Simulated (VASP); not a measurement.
# Ir (Pm-3n) in VASP: further runs

The runs below take Ir through single point, with r2SCAN.

All numbers are computed with VASP 6.6.1; they aren't measurements. Logs are shortened: lines on timing, memory, paths and dates and some standing lists are left out, and cuts for length are marked.

## 1. The cell of the first run

The structure is cubic, space group Pm-3n (No. 223). Conventional cell: a = 4.877 Å, b = 4.877 Å, c = 4.877 Å, α = 90.00°, β = 90.00°, γ = 90.00°. Within 3.6 Å of Ir (site symmetry m-3) lie 12 Ir at 2.73 Å. Ir (site symmetry -4m2) has 14 Ir at 2.44 to 2.99 Å within 3.2 Å.

## 2. Single point, r2SCAN

POSCAR

```
Ir
1.0
    4.8773957365      0.0000000000      0.0000000000
    0.0000000000      4.8773957365      0.0000000000
    0.0000000000      0.0000000000      4.8773957365
Ir
8
Direct
    0.5000000000      0.5000000000      0.5000000000
    0.0000000000      0.0000000000      0.0000000000
    0.2500000000      0.0000000000      0.5000000000
    0.5000000000      0.2500000000      0.0000000000
    0.5000000000      0.7500000000      0.0000000000
    0.7500000000      0.0000000000      0.5000000000
    0.0000000000      0.5000000000      0.7500000000
    0.0000000000      0.5000000000      0.2500000000
```

INCAR.step1

```
SYSTEM = Ir
PREC     = Accurate       ! precision mode
ENCUT    = 550            ! plane-wave cutoff, eV
ISMEAR   = 0              ! smearing method
SIGMA    = 0.1            ! smearing width, eV
LREAL    = .False.        ! projectors in reciprocal space
LASPH    = .True.         ! aspherical terms in the spheres
NELM     = 120            ! most SCF steps
NBANDS   = 78             ! bands
GGA      = PE             ! functional
ALGO     = Normal         ! electronic algorithm
EDIFF    = 1E-5           ! SCF threshold, eV
LWAVE    = .True.         ! write WAVECAR
LCHARG   = .False.        ! write CHGCAR
GGA_COMPAT= .False.
```

INCAR.step2

```
SYSTEM = Ir
PREC     = Accurate       ! precision mode
ENCUT    = 550            ! plane-wave cutoff, eV
EDIFF    = 1E-6           ! SCF threshold, eV
ISMEAR   = 0              ! smearing method
SIGMA    = 0.1            ! smearing width, eV
LREAL    = .False.        ! projectors in reciprocal space
LASPH    = .True.         ! aspherical terms in the spheres
NELM     = 120            ! most SCF steps
ALGO     = Normal         ! electronic algorithm
ISIF     = 2              ! what is computed and relaxed
LWAVE    = .False.        ! write WAVECAR
LCHARG   = .False.        ! write CHGCAR
METAGGA  = R2SCAN         ! meta-GGA
LMIXTAU  = .True.       
NBANDS   = 78             ! bands
ISTART   = 1            
GGA_COMPAT= .False.
```

KPOINTS

```
regular mesh
0
Gamma
  4 4 4
  0 0 0
```

Potentials or basis: VASP PAW PBE potentials, release 64 (Ir_sv_GW).

The run is started by

```bash
cat potpaw_PBE.64/Ir_sv_GW/POTCAR > POTCAR
cp INCAR.step1 INCAR
mpirun -np 1 vasp_std > vasp.out
cp INCAR.step2 INCAR
mpirun -np 1 vasp_std > vasp.out
```

OUTCAR:

```text
SYSTEM = Ir
   PREC = Accurate
   ENCUT = 550
   EDIFF = 1E-6
   ISMEAR = 0
   LREAL = .False.
   LASPH = .True.
   NELM = 120
   ISIF = 2
   METAGGA = R2SCAN
   ISTART = 1

 ion  position               nearest neighbor table
   1  0.500  0.500  0.500-   3 2.73   4 2.73   5 2.73   6 2.73   7 2.73   8 2.73   4 2.73   5 2.73
                             3 2.73   6 2.73   7 2.73   8 2.73
   2  0.000  0.000  0.000-   3 2.73   4 2.73   5 2.73   6 2.73   7 2.73   8 2.73   3 2.73   6 2.73
                             7 2.73   8 2.73   4 2.73   5 2.73
   3  0.250  0.000  0.500-   6 2.44   6 2.44   1 2.73   2 2.73   1 2.73   2 2.73   4 2.99   5 2.99
                             4 2.99   5 2.99   8 2.99   7 2.99   8 2.99   7 2.99
   4  0.500  0.250  0.000-   5 2.44   5 2.44   1 2.73   1 2.73   2 2.73   2 2.73   3 2.99   6 2.99
                             6 2.99   3 2.99   8 2.99   7 2.99   7 2.99   8 2.99
   5  0.500  0.750  0.000-   4 2.44   4 2.44   1 2.73   1 2.73   2 2.73   2 2.73   3 2.99   6 2.99
                             6 2.99   3 2.99   8 2.99   7 2.99   7 2.99   8 2.99
   6  0.750  0.000  0.500-   3 2.44   3 2.44   1 2.73   2 2.73   1 2.73   2 2.73   4 2.99   5 2.99
                             5 2.99   4 2.99   8 2.99   7 2.99   8 2.99   7 2.99
   7  0.000  0.500  0.750-   8 2.44   8 2.44   1 2.73   2 2.73   2 2.73   1 2.73   3 2.99   4 2.99
                             5 2.99   3 2.99   6 2.99   6 2.99   4 2.99   5 2.99
   8  0.000  0.500  0.250-   7 2.44   7 2.44   1 2.73   2 2.73   2 2.73   1 2.73   3 2.99   4 2.99
                             5 2.99   3 2.99   6 2.99   6 2.99   4 2.99   5 2.99

  LATTYP: Found a simple cubic cell.
 ALAT       =     4.8773957365

  Lattice vectors:

 A1 = (   4.8773957365,   0.0000000000,   0.0000000000)
 A2 = (   0.0000000000,   4.8773957365,   0.0000000000)
 A3 = (   0.0000000000,   0.0000000000,   4.8773957365)

Analysis of symmetry for initial positions (statically):
=====================================================================
 Subroutine PRICEL returns:
 Original cell was already a primitive cell.

 Routine SETGRP: Setting up the symmetry group for a
 simple cubic supercell.

 Subroutine GETGRP returns: Found 48 space group operations
 (whereof 24 operations were pure point group operations)
 out of a pool of 48 trial point group operations.

The static configuration has the point symmetry T_h .
 The point group associated with its full space group is O_h .

Analysis of symmetry for dynamics (positions and initial velocities):
=====================================================================
 Subroutine PRICEL returns:
 Original cell was already a primitive cell.

 Routine SETGRP: Setting up the symmetry group for a
 simple cubic supercell.

 Subroutine GETGRP returns: Found 48 space group operations
[... 113 lines left out ...]
   NUPDOWN=      -1.0000    fix difference up-down
   EMIN   =  10.00;   EMAX   =-10.00  energy-range for DOS
   EFERMI =   0.00;   METHOD = LEGACY
   ISMEAR =     0;   SIGMA  =   0.10  broadening in eV -4-tet -1-fermi 0-gaus
   EFERMI_NEDOS =   21; number of points for ismear=-14 and -15
   IALGO  =     38    algorithm
   IMIX   =      4    mixing-type and parameters
     AMIX     =   0.40;   BMIX     =  1.00
     AMIX_MAG =   1.60;   BMIX_MAG =  1.00
  volume/ion in A,a.u.               =      14.50        97.87
  Fermi-wavevector in a.u.,A,eV,Ry     =   1.726102  3.261860 40.537584  2.979428
  Thomas-Fermi vector in A             =   2.801477
   LORBIT       =      0    0 simple, 1 ext, 2 COOP (PROOUT), +10 PAW based schemes
   METAGGA = R2SCAN    functional components
   LHFCALC =     F    Hartree Fock is set to
   AEXX    =    0.0000 exact exchange contribution
   IVDW    =     0    specifies the selected vdW correction
   LEPSILON=     F    determine dielectric tensor
   LRPA    =     F    only Hartree local field effects (RPA)
 non-spin polarized calculation
 Gauss-broadening in eV      SIGMA  =   0.10
  energy-cutoff  :      550.00
  volume of cell :      116.03
 maximum number of plane-waves:      3448
 NGX is ok and might be reduce to    40
   NGX = 19   NGY = 19   NGZ = 19

 number of electron     135.9999998 magnetization

 Free energy of the ion-electron system (eV)
  ---------------------------------------------------
  ext. energy  EPLUGINS =         0.00000000
  ---------------------------------------------------
  free energy    TOTEN  =      -418.55075594 eV

  energy without entropy =     -418.48641288  energy(sigma->0) =     -418.51858441

 E-fermi :  12.3124     XC(G=0): -15.6812

 val. band max:       12.2809468847   @ k =   0.2500   0.2500   0.2500
 cond. band min:      12.3204451252   @ k =   0.5000   0.5000   0.2500
 fundamental gap:      0.0394982406
 Fermi energy:        12.3124203747

 k-point     1 :       0.0000    0.0000    0.0000
  band No.  band energies     occupation
      1     -82.8002      2.00000
      2     -82.7933      2.00000
      3     -82.5372      2.00000
      4     -82.5241      2.00000
      5     -82.5241      2.00000
      6     -82.4294      2.00000
[... 799 lines left out ...]
     77      13.4233      0.00000
     78      13.4233      0.00000

------------------------ aborting loop because EDIFF is reached ----------------------------------------

  FORCE on cell =-STRESS in cart. coord.  units (eV):
  Direction    XX          YY          ZZ          XY          YZ          ZX
  --------------------------------------------------------------------------------------
  -------------------------------------------------------------------------------------
  Total        3.5433387      3.5433387      3.5433387      0.0000000      0.0000000      0.0000000
  in kB       48.9282038     48.9282038     48.9282038      0.0000000      0.0000000      0.0000000
  external PRESSURE =      48.9282038 kB  Pullay stress =       0.0000000 kB

 VOLUME and BASIS-vectors are now :
 -----------------------------------------------------------------------------
  energy-cutoff  :      550.00
  volume of cell :      116.03
      direct lattice vectors                 reciprocal lattice vectors
     4.877395736  0.000000000  0.000000000     0.205027448  0.000000000  0.000000000
     0.000000000  4.877395736  0.000000000     0.000000000  0.205027448  0.000000000
     0.000000000  0.000000000  4.877395736     0.000000000  0.000000000  0.205027448

 POSITION                                       TOTAL-FORCE (eV/Angst)
 -----------------------------------------------------------------------------------
      2.43870      2.43870      2.43870        -0.000000     -0.000000     -0.000000
      0.00000      0.00000      0.00000        -0.000000     -0.000000     -0.000000
      1.21935      0.00000      2.43870        -0.000000     -0.000000      0.000000
      2.43870      1.21935      0.00000        -0.000000      0.000000      0.000000
      2.43870      3.65805      0.00000         0.000000     -0.000000     -0.000000
      3.65805      0.00000      2.43870         0.000000     -0.000000     -0.000000
      0.00000      2.43870      3.65805        -0.000000      0.000000     -0.000000
      0.00000      2.43870      1.21935        -0.000000     -0.000000     -0.000000
 -----------------------------------------------------------------------------------
    total drift:                                0.000000     -0.000000      0.000000

  FREE ENERGIE OF THE ION-ELECTRON SYSTEM (eV)
  ---------------------------------------------------
  free  energy   TOTEN  =      -418.5507559408 eV

  energy  without entropy=     -418.4864128832  energy(sigma->0) =     -418.51858441
```

OSZICAR.step1:

```text
N       E                     dE             d eps       ncg     rms          rms(c)
DAV:   1     0.170438184703E+04    0.17044E+04   -0.10306E+05  1712   0.198E+03
DAV:   2     0.953570866779E+01   -0.16948E+04   -0.16583E+04  1814   0.632E+02
DAV:   3    -0.760250225771E+02   -0.85561E+02   -0.81564E+02  1874   0.129E+02
DAV:   4    -0.786598857110E+02   -0.26349E+01   -0.25216E+01  1874   0.189E+01
DAV:   5    -0.787325254250E+02   -0.72640E-01   -0.72135E-01  1828   0.263E+00    0.195E+02
DAV:   6    -0.716074871189E+02    0.71250E+01   -0.18860E+01  1688   0.179E+01    0.102E+02
DAV:   7    -0.743050760123E+02   -0.26976E+01   -0.16170E+01  1818   0.182E+01    0.301E+01
DAV:   8    -0.709400167787E+02    0.33651E+01   -0.14845E+01  1858   0.116E+01    0.119E+01
DAV:   9    -0.708042239310E+02    0.13579E+00   -0.81946E-01  1672   0.439E+00    0.223E+00
DAV:  10    -0.708059933617E+02   -0.17694E-02   -0.38363E-02  1858   0.704E-01    0.154E+00
DAV:  11    -0.708053710829E+02    0.62228E-03   -0.26630E-03  1738   0.287E-01    0.657E-01
DAV:  12    -0.708051725538E+02    0.19853E-03   -0.76637E-04  1860   0.120E-01    0.105E-01
DAV:  13    -0.708051637686E+02    0.87852E-05   -0.49997E-05  1366   0.377E-02
   1 F= -.70805164E+02 E0= -.70771704E+02  d E =-.669191E-01
```

Wall time 3.9 min (1 thread of Intel Xeon 6975P-C (Granite Rapids), shared host); peak memory 0.28 GiB.

What came out:

* Free energy: -418.5508 eV
* Pressure: 4.9 GPa
* Band gap on the k mesh: zero (bands 68 and 69 overlap by 0.55 eV)

Caveat: the cell stands under pressure; the PAW data sets were made with another functional, which shifts forces and pressure a little; spin-orbit coupling is left out, which moves the levels of the heavy elements.

(Continued in part 2 of 2.)
